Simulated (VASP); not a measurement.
**Al: single point with RPBE+D3(BJ)**

Al:

```
Al
1.0
     0.00000    1.98347    1.98347
     1.98347    0.00000    1.98347
     1.98347    1.98347    0.00000
Al
1
Direct
  0.00000 0.00000 0.00000
```

This cell differs from its parent crystal: volume scaled by 0.94.

```yaml
Program: VASP 6.6.1
Task: single point
Functional: RPBE
Dispersion: D3(BJ)
Potentials_or_basis: VASP PAW PBE potentials, release 64 (Al)
Cutoff: 520 eV
k_mesh: 11 × 11 × 11
Occupations: tetrahedron
Spin: no spin polarisation
Dipole_correction: no
Further_INCAR_settings: ALGO = Fast; EDIFF = 1e-07; NBANDS = 8
```

```json
{"Pressure": "-15.9 GPa", "Dispersion energy per atom": "-1.891 eV"}
```

Levels at points of the mesh, in eV from the Fermi level:
```tsv
k point	band 1	band 2	band 3	band 4	band 5
(0.00, 0.00, 0.00)	-11.57	12.87	12.87	12.87	14.93
```

Wall time 11 s on 1 thread of Intel(R) Xeon(R) Platinum 8375C CPU @ 2.90GHz (Ice Lake), on a shared host, peak memory 0.14 GiB.

Caveat: the PAW data sets were made with another functional, which shifts forces and pressure a little; pairwise dispersion overbinds metals, which lowers pressure and volume; tetrahedron occupations give inexact forces and stress in metals.
